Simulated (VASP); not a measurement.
Set up this calculation in VASP 6.6.1, as the native input.

| Quantity | Value |
| --- | --- |
| Task | single point |
| Functional | PBEsol |
| Potentials or basis | VASP PAW PBE potentials, release 64 (Ni, Si) |
| Cutoff | 520 eV |
| k mesh | 8 × 8 × 8 |
| Occupations | fermi-dirac, width 0.05 eV |
| Spin | collinear spin, ferromagnetic start |
| Starting moments | [1.0, 1.0, 1.0, 0.0] μB |
| Dipole correction | no |
| Further INCAR settings | ALGO = Normal; EDIFF = 1e-06; NBANDS = 29 |

The structure of SiNi3 lies in POSCAR:

```
SiNi3
1.0
    3.4174599765      0.0000000000      0.0000000000
    0.0000000000      3.4174599765      0.0000000000
    0.0000000000      0.0000000000      3.4174599765
Ni Si
3 1
Direct
    0.5000000000      0.5000000000      0.0000000000
    0.5000000000      0.0000000000      0.5000000000
    0.0000000000      0.5000000000      0.5000000000
    0.0000000000      0.0000000000      0.0000000000
```

These files were run (other wordings do the same):

INCAR

```
ALGO     = Normal         # electronic algorithm
EDIFF    = 1E-6           # SCF threshold, eV
ENCUT    = 520            # plane-wave cutoff, eV
GGA      = PS             # functional
ISIF     = 2              # what is computed and relaxed
ISMEAR   = -1             # smearing method
ISPIN    = 2              # spin polarisation
LASPH    = True           # aspherical terms in the spheres
LCHARG   = False          # write CHGCAR
LMAXMIX  = 4              # l up to which the mixer works
LORBIT   = 11             # projections on sites
LREAL    = False          # projectors in reciprocal space
LWAVE    = False          # write WAVECAR
MAGMOM   = 1 1 1 0        # initial moments
NBANDS   = 29             # bands
NELM     = 150            # most SCF steps
PREC     = Accurate       # precision mode
SIGMA    = 0.05           # smearing width, eV
```

KPOINTS

```
k-points
0
Gamma
  8 8 8
```

Potentials or basis: VASP PAW PBE potentials, release 64 (Ni, Si).

Command:

```console
$ cat potpaw_PBE.64/Ni/POTCAR potpaw_PBE.64/Si/POTCAR > POTCAR
$ mpirun -np 1 vasp_std > vasp.out
```

It gave:

```
Pressure                                              : 10.1 GPa
Band gap on the k mesh                                : zero (filled and empty bands overlap)
Net moment                                            : 0.00 μB per cell
Valence electrons inside the program's atomic spheres : Ni 9.65; Si 1.59
```

Caveat: the cell stands under pressure; the PAW data sets were made with another functional, which shifts forces and pressure a little.

It took 85 s on 1 thread of Intel(R) Xeon(R) Platinum 8259CL CPU @ 2.50GHz (Skylake/Cascade Lake), on a shared host, peak memory 0.2 GiB.
